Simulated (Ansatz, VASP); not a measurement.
## One calculation of Sb, two programs

```xyz
3
Lattice="3.2985 0.0000 0.0000 -1.6493 2.8566 0.0000 0.0000 0.0000 21.4548" Properties=species:S:1:pos:R:3 pbc="T T T"
Sb    0.0000    0.0000    8.0968
Sb    0.0000    1.9044   10.7274
Sb    0.0000    0.0000   13.3580
```

Alike in both runs: functional LDA; k mesh 14 × 14 × 1; occupations fermi-dirac, width 0.08 eV; no spin polarisation.

Ansatz relaxed the structure, and its values are those at the end. VASP's run is a single point on that final structure, the one shown.

|  | VASP | Ansatz |
| --- | --- | --- |
| version | VASP 6.6.1 | Ansatz 0.2.0 |
| potentials or method | VASP PAW LDA potentials, release 64 (Sb), cutoff 520 eV | all-electron LAPW, scalar-relativistic |

Ansatz gave:

- rms of the force components (eV/Å): 0.001

Problem. Estimate VASP's values.

Solution. rms of the force components (eV/Å): 0.007.

LDA's correlation is that of Perdew and Zunger in VASP and of Perdew and Wang (1992) in Ansatz. Ansatz ran all-electron here, and VASP with PAW potentials.

Spin-orbit coupling is off throughout.
